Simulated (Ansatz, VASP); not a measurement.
**One calculation of Si4C, two programs**

```xyz
5
Lattice="-3.0756 3.0756 1.9452 3.0756 -3.0756 1.9452 3.0756 3.0756 -1.9452" Properties=species:S:1:pos:R:3 pbc="T T T"
Si   -0.6151    1.8453    1.9452
Si    3.6907    1.2302    0.0000
Si    1.8453    0.6151    1.9452
Si    1.2302    2.4605    0.0000
C     0.0000    0.0000    0.0000
```

Alike in both runs: task single point; functional PBE; k mesh 6 × 6 × 6; occupations gaussian, width 0.1 eV; no spin polarisation.

```csv
,VASP,Ansatz
version,VASP 6.6.1,Ansatz 0.2.0
potentials or method,"VASP PAW PBE potentials, release 64 (Si, C), cutoff 520 eV","scalar-relativistic, plane waves, PAW"
valence electrons in the cell,20,20
```

|  | VASP | Ansatz | Ansatz less VASP |
| --- | --- | --- | --- |
| gap on the k mesh at the Fermi level (eV) | none | none | - |
| pressure (GPa) | -11.1 | -11.1 | 0.00 |
| traceless stress, the component that is largest in VASP (GPa) | 0.58 | 0.58 | -0.001 |
| rms of the force components (eV/Å) | 0.246 | 0.247 | +0.0005 |

Atom by atom the forces differ by 0.001 eV/Å (rms over components). A gap of «none» marks a metal or a gap that the smearing closes.
